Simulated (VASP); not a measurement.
Input of a VASP 6.6.1 run:

INCAR

```
PREC = Accurate
ENCUT = 520
EDIFF = 1E-7
ISMEAR = 0
SIGMA = 0.1
LREAL = F
LASPH = T
NELM = 60
ALGO = Normal
ISIF = 2
LWAVE = F
LCHARG = T
GGA = PE
LELF = T
LVHAR = T
NBANDS = 14
```

The input KPOINTS:

```
regular mesh
0
Gamma
  6 6 6
```

The input POSCAR:

```
Li3H2
1.0
    1.4117669868      0.8150840499      7.3438113148
   -1.4117669868      0.8150840499      7.3438113148
    0.0000000000     -1.6301680997      7.3438113148
Li H
3 2
Direct
    0.0000000000      0.0000000000      0.0000000000
    0.2264222426      0.2264222426      0.2264222426
    0.7735777574      0.7735777574      0.7735777574
    0.3874243007      0.3874243007      0.3874243007
    0.6125756993      0.6125756993      0.6125756993
```

Potentials or basis: VASP PAW PBE potentials, release 64 (Li_sv, H).

Launch:

```sh
$ cat potpaw_PBE.64/Li_sv/POTCAR potpaw_PBE.64/H/POTCAR > POTCAR
$ mpirun -np 1 vasp_std > vasp.out
```

Q: Predict the largest force.

A: 0.020 eV/Å.

Q: Predict the band gap on the k mesh.

A: Zero (an odd number of electrons rules out a gap without spin polarisation).

Forces in eV/Å, atoms in the order of the input:
```
Li   0.000  0.000  0.000
Li   0.000  0.000  0.020
Li   0.000  0.000 -0.020
H    0.000  0.000  0.005
H    0.000  0.000 -0.005
```

Caveat: the k points lie up to 0.43 Å⁻¹ apart, too coarse for converged energies and pressures of a metal.
